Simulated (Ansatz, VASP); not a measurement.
ZnS: VASP beside Ansatz

```
Zn S
1.0
     3.81100    0.00000    0.00000
    -1.90550    3.30042    0.00000
     0.00000    0.00000    6.35868
Zn S
2 2
Cartesian
  0.0000 2.2003 0.0000
  1.9055 1.1001 3.1793
  0.0000 2.2003 2.4481
  1.9055 1.1001 5.6274
```

Change from the starting cell: zz strain of +2 %.

Alike in both runs: task single point; functional PBEsol; k mesh 8 × 8 × 5; occupations fermi-dirac, width 0.03 eV; no spin polarisation.

```csv
,VASP,Ansatz
version,VASP 6.6.1,Ansatz 0.2.0
potentials or method,"VASP PAW PBE potentials, release 64 (Zn, S), cutoff 520 eV","all-electron LAPW, scalar-relativistic"
```

VASP gave:

* gap on the k mesh at the Fermi level (eV): 2.01
* pressure (GPa): -2.3
* traceless stress, the component that is largest in VASP (GPa): -2.53
* rms of the force components (eV/Å): 0.204

Task: Which values does Ansatz return?

Result: gap on the k mesh at the Fermi level (eV): 2.01; pressure (GPa): -2.4; traceless stress, the component that is largest in VASP (GPa): -2.50; rms of the force components (eV/Å): 0.202.

VASP's potentials were made for PBE, not for PBEsol. Atom by atom the forces differ by 0.002 eV/Å (rms over components). Ansatz ran all-electron here, and VASP with PAW potentials.
